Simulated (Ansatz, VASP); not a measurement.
## One calculation of Fe, two programs

```
Fe
1.0
    -1.40049    1.40049    1.40049
     1.40049   -1.40049    1.40049
     1.40049    1.40049   -1.40049
Fe
1
Cartesian
  0.0000 0.0000 0.0000
```

Alike in both runs: task single point; functional r2SCAN; k mesh 26 × 26 × 26; occupations fermi-dirac, width 0.1 eV; no spin polarisation.

|  | VASP | Ansatz |
| --- | --- | --- |
| version | VASP 6.6.1 | Ansatz 0.2.0 |
| potentials or method | VASP PAW PBE potentials, release 64 (Fe), cutoff 520 eV | plane waves (500 eV) with PAW, scalar-relativistic |
| valence electrons in the cell | 8 | 16 |

VASP gave:

- pressure (GPa): -18.4

Question: Estimate Ansatz's values.

Answer: Pressure (GPa): -19.0.

VASP's potentials were made for PBE, not for r2SCAN. VASP's potentials hold 8 valence electrons a cell and Ansatz's 16, so a difference there can come from the potentials and not from the codes.
